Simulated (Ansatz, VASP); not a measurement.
## Sb in VASP and in Ansatz

Contents of INCAR:

```
SYSTEM = Sb
PREC     = Accurate       ! precision mode
ENCUT    = 520            ! plane-wave cutoff, eV
EDIFF    = 1E-7           ! SCF threshold, eV
ISMEAR   = -1             ! smearing method
SIGMA    = 0.08           ! smearing width, eV
LREAL    = .FALSE.        ! projectors in reciprocal space
LASPH    = .TRUE.         ! aspherical terms in the spheres
NELM     = 60             ! most SCF steps
ALGO     = Normal         ! electronic algorithm
ISIF     = 2              ! what is computed and relaxed
LWAVE    = .FALSE.        ! write WAVECAR
LCHARG   = .FALSE.        ! write CHGCAR
GGA      = CA             ! functional
NBANDS   = 8              ! bands
```

The input KPOINTS:

```
Automatic mesh
0
G
  14 14 14
  0 0 0
```

Contents of POSCAR:

```
Sb
1.0
   -1.6298742622      1.6298742622      1.6298742622
    1.6298742622     -1.6298742622      1.6298742622
    1.6298742622      1.6298742622     -1.6298742622
Sb
1
Direct
    0.0000000000      0.0000000000      0.0000000000
```

Input for Ansatz:

```yaml
crystal:
  lattice:
    - [-1.6298742622, 1.6298742622, 1.6298742622]
    - [1.6298742622, -1.6298742622, 1.6298742622]
    - [1.6298742622, 1.6298742622, -1.6298742622]
  atoms:
    - { symbol: Sb, position: [0.0, 0.0, 0.0] }
kpoints:
  mp_grid: { grid: [14, 14, 14] }
  band_path:
    path:
      - [0.0, 0.0, 0.0]
      - [0.5, -0.5, 0.5]
      - [0.0, 0.0, 0.5]
      - [0.0, 0.0, 0.0]
      - [0.25, 0.25, 0.25]
      - [0.5, -0.5, 0.5]
      - [0.25, 0.25, 0.25]
      - [0.0, 0.0, 0.5]
    npoints: 8
scf:
  occupations: { method: fermi_dirac, width: 0.08 }
hamiltonian:
  xc: lda
  pseudopotentials: { kind: all_electron, lapw: { basis_error: 0.001 } }
output:
  forces: true
  stress: true
  eigenvalues: true
  populations: true
  dos: { projected: true, de: 0.2, e_range: [-14, 8] }
```

Change from the starting cell: volume scaled by 0.68, LAPW.

Alike in both runs: task single point; functional LDA; k mesh 14 × 14 × 14; occupations fermi-dirac, width 0.08 eV; no spin polarisation.

|  | VASP | Ansatz |
| --- | --- | --- |
| version | VASP 6.6.1 | Ansatz 0.2.0 |
| potentials or method | VASP PAW LDA potentials, release 64 (Sb), cutoff 520 eV | all-electron LAPW, scalar-relativistic |

```tsv
	VASP	Ansatz	Ansatz less VASP
pressure (GPa)	69.4	67.3	-2.07
```

LDA's correlation is that of Perdew and Zunger in VASP and of Perdew and Wang (1992) in Ansatz. Both programs put the cell under a high pressure, so it lies far from rest at this level. Ansatz ran all-electron here, and VASP with PAW potentials.

Spin-orbit coupling is off throughout. Noted on VASP's run: the cell as given lies far from equilibrium.
